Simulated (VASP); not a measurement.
A run of VASP 6.6.1 is set up as follows.

File INCAR:

```
ALGO = Normal
EDIFF = 1E-7
ENCUT = 520
GGA = PE
ISIF = 2
ISMEAR = 0
LASPH = True
LCHARG = False
LREAL = False
LWAVE = False
NBANDS = 24
NELM = 80
PREC = Accurate
SIGMA = 0.02
```

File KPOINTS:

```
k-points
0
Gamma
  6 6 6
```

Contents of POSCAR:

```
KMgF3
1.0
    4.0132322406      0.0000000000      0.0000000000
    0.0000000000      4.0132322406      0.0000000000
    0.0000000000      0.0000000000      4.0132322406
K Mg F
1 1 3
Direct
    0.5000000000      0.5000000000      0.5000000000
    0.0000000000      0.0000000000      0.0000000000
    0.5000000000      0.0000000000      0.0000000000
    0.0000000000      0.5000000000      0.0000000000
    0.0000000000      0.0000000000      0.5000000000
```

Potentials or basis: VASP PAW PBE potentials, release 64 (K_sv, Mg, F).

Command:

```sh
$ cat potpaw_PBE.64/K_sv/POTCAR potpaw_PBE.64/Mg/POTCAR potpaw_PBE.64/F/POTCAR > POTCAR
$ mpirun -np 1 vasp_std > vasp.out
```

(1) What does it give for the pressure?

(2) Estimate the band gap on the k mesh.

Results:

(1) 1.7 GPa.

(2) 7.15 eV, indirect (least direct gap 7.47 eV).
